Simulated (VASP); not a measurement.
# PbF2 (Fm-3m) in VASP: a series of runs

Aim: see how the results for PbF2 move with the level of theory and the settings. Levels: r2SCAN, r2SCAN+rVV10, r2SCAN+D3(BJ). Tasks: single point.

All numbers are computed with VASP 6.6.1; they aren't measurements. Logs are shortened: lines on timing, memory, paths and dates and some standing lists are left out, and cuts for length are marked.

### Step 1. The cell of the first run

The structure is cubic, space group Fm-3m (No. 225). Conventional cell: a = 5.810 Å, b = 5.810 Å, c = 5.810 Å, α = 90.00°, β = 90.00°, γ = 90.00°. Within 3.3 Å of Pb (site symmetry m-3m) lie 8 F at 2.52 Å. Within 3.3 Å of F (site symmetry -43m) lie 4 Pb at 2.52 Å and 6 F at 2.91 Å.

### Step 2. Single point, r2SCAN

Input file POSCAR:

```
PbF2
1.0
    0.0000000000      2.9050656757      2.9050656757
    2.9050656757      0.0000000000      2.9050656757
    2.9050656757      2.9050656757      0.0000000000
Pb F
1 2
Direct
    0.0000000000      0.0000000000      0.0000000000
    0.7500000000      0.7500000000      0.7500000000
    0.2500000000      0.2500000000      0.2500000000
```

Input file INCAR.step1:

```
SYSTEM = PbF2
PREC = Accurate
ENCUT = 660
ISMEAR = -1
SIGMA = 0.05
LREAL = .FALSE.
LASPH = .TRUE.
NELM = 120
NBANDS = 21
GGA = PE
ALGO = Normal
EDIFF = 1E-5
LWAVE = .TRUE.
LCHARG = .FALSE.
GGA_COMPAT = .FALSE.
```

Input file INCAR.step2:

```
SYSTEM = PbF2
PREC = Accurate
ENCUT = 660
EDIFF = 1E-6
ISMEAR = -1
SIGMA = 0.05
LREAL = .FALSE.
LASPH = .TRUE.
NELM = 120
ALGO = Normal
ISIF = 2
LWAVE = .FALSE.
LCHARG = .FALSE.
METAGGA = R2SCAN
LMIXTAU = .TRUE.
NBANDS = 21
ISTART = 1
GGA_COMPAT = .FALSE.
```

Input file KPOINTS:

```
Automatic mesh
0
G
  8 8 8
  0 0 0
```

Potentials or basis: VASP PAW PBE potentials, release 64 (Pb_d, F).

Run with:

```console
$ cat potpaw_PBE.64/Pb_d/POTCAR potpaw_PBE.64/F/POTCAR > POTCAR
$ cp INCAR.step1 INCAR
$ mpirun -np 1 vasp_std > vasp.out
$ cp INCAR.step2 INCAR
$ mpirun -np 1 vasp_std > vasp.out
```

OUTCAR:

```text
SYSTEM = PbF2
   PREC = Accurate
   ENCUT = 660
   EDIFF = 1E-6
   ISMEAR = -1
   LREAL = .FALSE.
   LASPH = .TRUE.
   NELM = 120
   ISIF = 2
   METAGGA = R2SCAN
   ISTART = 1

 ion  position               nearest neighbor table
   1  0.000  0.000  0.000-   2 2.52   2 2.52   3 2.52   3 2.52   2 2.52   2 2.52   3 2.52   3 2.52

   2  0.750  0.750  0.750-   1 2.52   1 2.52   1 2.52   1 2.52
   3  0.250  0.250  0.250-   1 2.52   1 2.52   1 2.52   1 2.52

  LATTYP: Found a face centered cubic cell.
 ALAT       =     5.8101313514

  Lattice vectors:

 A1 = (   0.0000000000,   2.9050656757,   2.9050656757)
 A2 = (   2.9050656757,   0.0000000000,   2.9050656757)
 A3 = (   2.9050656757,   2.9050656757,   0.0000000000)

Analysis of symmetry for initial positions (statically):
=====================================================================
 Subroutine PRICEL returns:
 Original cell was already a primitive cell.

 Routine SETGRP: Setting up the symmetry group for a
 face centered cubic supercell.

 Subroutine GETGRP returns: Found 48 space group operations
 (whereof 48 operations were pure point group operations)
 out of a pool of 48 trial point group operations.

The static configuration has the point symmetry O_h .

Analysis of symmetry for dynamics (positions and initial velocities):
=====================================================================
 Subroutine PRICEL returns:
 Original cell was already a primitive cell.

 Routine SETGRP: Setting up the symmetry group for a
 face centered cubic supercell.

 Subroutine GETGRP returns: Found 48 space group operations
 (whereof 48 operations were pure point group operations)
 out of a pool of 48 trial point group operations.

The dynamic configuration has the point symmetry O_h .

 Subroutine INISYM returns: Found 48 space group operations
 (whereof 48 operations are pure point group operations),
 and found     1 'primitive' translations

----------------------------------------------------------------------------------------

                                     Primitive cell

  volume of cell :      49.0341

  direct lattice vectors                    reciprocal lattice vectors
     0.000000000  2.905065676  2.905065676    -0.172113148  0.172113148  0.172113148
     2.905065676  0.000000000  2.905065676     0.172113148 -0.172113148  0.172113148
     2.905065676  2.905065676  0.000000000     0.172113148  0.172113148 -0.172113148

  length of vectors
     4.108383278  4.108383278  4.108383278     0.298108718  0.298108718  0.298108718

  position of ions in fractional coordinates (direct lattice)
     0.000000000  0.000000000  0.000000000
     0.750000000  0.750000000  0.750000000
     0.250000000  0.250000000  0.250000000

  ion indices of the primitive-cell ions
   primitive index   ion index
                 1           1
                 2           2
                 3           3

----------------------------------------------------------------------------------------

 KPOINTS: Automatic mesh

Automatic generation of k-mesh.
 Grid dimensions read from file:
 generate k-points for:    8    8    8

 Generating k-lattice:

  Cartesian coordinates                     Fractional coordinates (reciprocal lattice)
    -0.021514144  0.021514144  0.021514144     0.125000000  0.000000000  0.000000000
     0.021514144 -0.021514144  0.021514144     0.000000000  0.125000000  0.000000000
     0.021514144  0.021514144 -0.021514144     0.000000000  0.000000000  0.125000000

  Length of vectors
     0.037263590  0.037263590  0.037263590

  Shift w.r.t. Gamma in fractional coordinates (k-lattice)
     0.000000000  0.000000000  0.000000000

 Subroutine IBZKPT returns following result:
 ===========================================

 Found     29 irreducible k-points:

 Following reciprocal coordinates:
            Coordinates               Weight
  0.000000  0.000000  0.000000      1.000000
  0.125000  0.000000  0.000000      8.000000
  0.250000  0.000000  0.000000      8.000000
  0.375000  0.000000  0.000000      8.000000
  0.500000  0.000000  0.000000      4.000000
  0.125000  0.125000  0.000000      6.000000
[... 16 lines left out ...]
  0.500000  0.250000  0.125000     48.000000
 -0.375000  0.250000  0.125000     24.000000
 [... further k-points ...]
   k-points           NKPTS =     29   k-points in BZ     NKDIM =     29   number of bands    NBANDS=     21
   number of dos      NEDOS =    301   number of ions     NIONS =      3
   total plane-waves  NPLWV =  46656
   dimension x,y,z NGX =    36 NGY =   36 NGZ =   36
   dimension x,y,z NGXF=    72 NGYF=   72 NGZF=   72
   ions per type =               1   2
   NGX,Y,Z   is equivalent  to a cutoff of  14.57, 14.57, 14.57 a.u.
   NGXF,Y,Z  is equivalent  to a cutoff of  29.13, 29.13, 29.13 a.u.
 SYSTEM =  PbF2
   PREC   = accura    normal or accurate (medium, high low for compatibility)
   ISTART =      1    job   : 0-new  1-cont  2-samecut
   ICHARG =      0    charge: 1-file 2-atom 10-const
   ISPIN  =      1    spin polarized calculation?
   LNONCOLLINEAR =      F non collinear calculations
   LSORBIT =      F    spin-orbit coupling
   LASPH  =      T    aspherical Exc in radial PAW
   ENCUT  =  660.0 eV  48.51 Ry    6.96 a.u.   8.61  8.61  8.61*2*pi/ulx,y,z
   NELM   =    120;   NELMIN=  2; NELMDL=  0     # of ELM steps
   EDIFF  = 0.1E-05   stopping-criterion for ELM
   LREAL  =      F    real-space projection
   EDIFFG = 0.1E-04   stopping-criterion for IOM
   NSW    =      0    number of steps for IOM
   IBRION =     -1    ionic relax: 0-MD 1-quasi-New 2-CG
   NFREE  =      0    steps in history (QN), initial steepest desc. (CG)
   ISIF   =      2    stress and relaxation
   ISYM   =      2    0-nonsym 1-usesym 2-fastsym
   POTIM  = 0.5000    time-step for ionic-motion
   TEBEG  =    0.0;   TEEND  =   0.0 temperature during run
   PSTRESS=    0.0 pullay stress
   NELECT =      28.0000    total number of electrons
   NUPDOWN=      -1.0000    fix difference up-down
   EMIN   =  10.00;   EMAX   =-10.00  energy-range for DOS
   EFERMI =   0.00;   METHOD = LEGACY
   ISMEAR =    -1;   SIGMA  =   0.05  broadening in eV -4-tet -1-fermi 0-gaus
   EFERMI_NEDOS =   21; number of points for ismear=-14 and -15
   IALGO  =     38    algorithm
   IMIX   =      4    mixing-type and parameters
     AMIX     =   0.40;   BMIX     =  1.00
     AMIX_MAG =   1.60;   BMIX_MAG =  1.00
  volume/ion in A,a.u.               =      16.34       110.30
  Fermi-wavevector in a.u.,A,eV,Ry     =   1.358193  2.566613 25.098515  1.844689
  Thomas-Fermi vector in A             =   2.485047
   LORBIT       =      0    0 simple, 1 ext, 2 COOP (PROOUT), +10 PAW based schemes
   METAGGA = R2SCAN    functional components
   LHFCALC =     F    Hartree Fock is set to
   AEXX    =    0.0000 exact exchange contribution
   IVDW    =     0    specifies the selected vdW correction
   LEPSILON=     F    determine dielectric tensor
   LRPA    =     F    only Hartree local field effects (RPA)
 non-spin polarized calculation
  energy-cutoff  :      660.00
  volume of cell :       49.03
 maximum number of plane-waves:      1917
 NGX is ok and might be reduce to    36
   NGX = 17   NGY = 17   NGZ = 17

 number of electron      28.0000002 magnetization

 Free energy of the ion-electron system (eV)
  ---------------------------------------------------
  ext. energy  EPLUGINS =         0.00000000
  ---------------------------------------------------
  free energy    TOTEN  =       -70.12270347 eV

  energy without entropy =      -70.12270347  energy(sigma->0) =      -70.12270347

 E-fermi :   3.4435     XC(G=0): -10.3359

 val. band max:        2.3034114967   @ k =  -0.2500   0.5000   0.2500
 cond. band min:       7.2081217906   @ k =   0.5000   0.5000   0.0000
 fundamental gap:      4.9047102939
 Fermi energy:         3.4434907758

 k-point     1 :       0.0000    0.0000    0.0000
  band No.  band energies     occupation
      1     -20.6313      2.00000
      2     -19.9346      2.00000
      3     -12.6778      2.00000
      4     -12.6778      2.00000
      5     -12.6778      2.00000
      6     -12.5975      2.00000
[... 13 lines left out ...]
     20      18.3370      0.00000
     21      20.8283      0.00000

 k-point     2 :       0.1250    0.0000    0.0000
  band No.  band energies     occupation
      1     -20.5979      2.00000
      2     -19.9650      2.00000
      3     -12.6696      2.00000
      4     -12.6696      2.00000
      5     -12.6381      2.00000
      6     -12.5976      2.00000
[... 13 lines left out ...]
     20      17.8565      0.00000
     21      20.1478      0.00000

 k-point     3 :       0.2500    0.0000    0.0000
  band No.  band energies     occupation
      1     -20.5096      2.00000
      2     -20.0442      2.00000
      3     -12.6563      2.00000
      4     -12.6563      2.00000
      5     -12.5912      2.00000
      6     -12.5912      2.00000
[... 13 lines left out ...]
     20      17.2116      0.00000
     21      18.8726      0.00000

 k-point     4 :       0.3750    0.0000    0.0000
  band No.  band energies     occupation
      1     -20.3953      2.00000
      2     -20.1467      2.00000
      3     -12.6535      2.00000
      4     -12.6535      2.00000
      5     -12.5741      2.00000
      6     -12.5741      2.00000
[... 13 lines left out ...]
     20      16.8383      0.00000
     21      17.9091      0.00000

 k-point     5 :       0.5000    0.0000    0.0000
  band No.  band energies     occupation
      1     -20.3075      2.00000
      2     -20.2289      2.00000
      3     -12.6545      2.00000
      4     -12.6545      2.00000
      5     -12.5647      2.00000
      6     -12.5647      2.00000
[... 13 lines left out ...]
     20      16.7292      0.00000
     21      17.5699      0.00000

 k-point     6 :       0.1250    0.1250    0.0000
  band No.  band energies     occupation
      1     -20.5874      2.00000
      2     -19.9743      2.00000
      3     -12.6617      2.00000
      4     -12.6617      2.00000
      5     -12.6337      2.00000
      6     -12.6038      2.00000
[... 13 lines left out ...]
     20      18.4824      0.00000
     21      20.5790      0.00000

 k-point     7 :       0.2500    0.1250    0.0000
  band No.  band energies     occupation
      1     -20.5194      2.00000
      2     -20.0344      2.00000
      3     -12.6457      2.00000
      4     -12.6457      2.00000
      5     -12.6061      2.00000
      6     -12.5863      2.00000
[... 13 lines left out ...]
     20      18.1391      0.00000
     21      19.9048      0.00000
[... 291 lines left out ...]
      1     -20.2809      2.00000
      2     -20.2361      2.00000
      3     -12.6322      2.00000
      4     -12.5823      2.00000
      5     -12.5783      2.00000
      6     -12.5130      2.00000
[... 13 lines left out ...]
     20      18.9219      0.00000
     21      19.9426      0.00000

 k-point    21 :       0.5000    0.5000    0.0000
  band No.  band energies     occupation
      1     -20.3198      2.00000
      2     -20.1946      2.00000
      3     -12.6468      2.00000
      4     -12.5678      2.00000
      5     -12.5635      2.00000
      6     -12.5635      2.00000
[... 13 lines left out ...]
     20      19.8918      0.00000
     21      20.4588      0.00000

 k-point    22 :       0.3750    0.2500    0.1250
  band No.  band energies     occupation
      1     -20.4474      2.00000
      2     -20.0962      2.00000
      3     -12.6291      2.00000
      4     -12.6265      2.00000
      5     -12.6068      2.00000
      6     -12.5705      2.00000
[... 13 lines left out ...]
     20      18.4861      0.00000
     21      19.7144      0.00000

 k-point    23 :       0.5000    0.2500    0.1250
  band No.  band energies     occupation
      1     -20.3564      2.00000
      2     -20.1752      2.00000
      3     -12.6279      2.00000
      4     -12.6188      2.00000
      5     -12.5860      2.00000
      6     -12.5458      2.00000
[... 13 lines left out ...]
     20      19.1976      0.00000
     21      19.8562      0.00000

 k-point    24 :      -0.3750    0.2500    0.1250
  band No.  band energies     occupation
      1     -20.2827      2.00000
      2     -20.2433      2.00000
      3     -12.6280      2.00000
      4     -12.6202      2.00000
      5     -12.5704      2.00000
      6     -12.5362      2.00000
[... 13 lines left out ...]
     20      19.5147      0.00000
     21      19.7606      0.00000

 [... further k-points ...]

------------------------ aborting loop because EDIFF is reached ----------------------------------------

  FORCE on cell =-STRESS in cart. coord.  units (eV):
  Direction    XX          YY          ZZ          XY          YZ          ZX
  --------------------------------------------------------------------------------------
  -------------------------------------------------------------------------------------
  Total        1.4989736      1.4989736      1.4989736      0.0000000      0.0000000      0.0000000
  in kB       48.9786394     48.9786394     48.9786394      0.0000000      0.0000000      0.0000000
  external PRESSURE =      48.9786394 kB  Pullay stress =       0.0000000 kB

 VOLUME and BASIS-vectors are now :
 -----------------------------------------------------------------------------
  energy-cutoff  :      660.00
  volume of cell :       49.03
      direct lattice vectors                 reciprocal lattice vectors
     0.000000000  2.905065676  2.905065676    -0.172113148  0.172113148  0.172113148
     2.905065676  0.000000000  2.905065676     0.172113148 -0.172113148  0.172113148
     2.905065676  2.905065676  0.000000000     0.172113148  0.172113148 -0.172113148

 POSITION                                       TOTAL-FORCE (eV/Angst)
 -----------------------------------------------------------------------------------
      0.00000      0.00000      0.00000        -0.000000      0.000000     -0.000000
      4.35760      4.35760      4.35760         0.000000      0.000000      0.000000
      1.45253      1.45253      1.45253        -0.000000     -0.000000     -0.000000
 -----------------------------------------------------------------------------------
    total drift:                                0.000000      0.000000      0.000000

  FREE ENERGIE OF THE ION-ELECTRON SYSTEM (eV)
  ---------------------------------------------------
  free  energy   TOTEN  =       -70.1227034665 eV

  energy  without entropy=      -70.1227034665  energy(sigma->0) =      -70.12270347
```

Wall time 64 s (1 thread of Intel Xeon 6975P-C (Granite Rapids), shared host); peak memory 0.22 GiB.

Results:

| Item | Value |
| --- | --- |
| Free energy | -70.1227 eV |
| Pressure | 4.9 GPa |
| Band gap on the k mesh | 4.90 eV (least direct gap 5.06 eV) |

Caveat: the cell stands under pressure; the PAW data sets were made with another functional, which shifts forces and pressure a little; spin-orbit coupling is left out, which moves the levels of the heavy elements.

(Part 1 of 3 ends here.)
